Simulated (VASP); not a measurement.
Al: single point with PBE

Al:

```
Al
1.0
    -2.31631    2.31631    1.20331
     2.31631   -2.31631    1.20331
     2.31631    2.31631   -1.20331
Al
2
Direct
  0.62500 0.87500 0.75000
  0.37500 0.12500 0.25000
```

```
Program                : VASP 6.6.1
Task                   : single point
Functional             : PBE
Potentials or basis    : VASP PAW PBE potentials, release 64 (Al)
Cutoff                 : 520 eV
k mesh                 : 18 × 18 × 18
Occupations            : fermi-dirac, width 0.1 eV
Spin                   : no spin polarisation
Dipole correction      : no
Further INCAR settings : ALGO = Normal; EDIFF = 1e-06; NBANDS = 10
```

* Pressure: 54.1 GPa
* Band gap on the k mesh: zero (band 3 reaches 13.90 eV, above the bottom of band 4 at 4.63 eV)

Levels at points of the mesh, in eV from the Fermi level:
| k point | band 1 | band 2 | band 3 | band 4 | band 5 | band 6 |
| --- | --- | --- | --- | --- | --- | --- |
| (0.00, 0.00, 0.00) | -12.73 | -0.55 | -0.55 | 1.03 | 1.74 | 9.49 |
| (0.50, 0.00, 0.00) | -5.27 | -4.57 | 0.60 | 0.98 | 1.56 | 2.62 |
| (0.50, 0.50, 0.00) | -9.34 | -9.34 | 2.35 | 2.35 | 4.58 | 4.58 |
| (0.50, 0.50, 0.50) | -6.14 | -6.14 | -5.95 | -5.95 | 10.24 | 10.24 |

Wall time 88 s on 1 thread of Intel Xeon 6975P-C, on a shared host, peak memory 0.23 GiB.
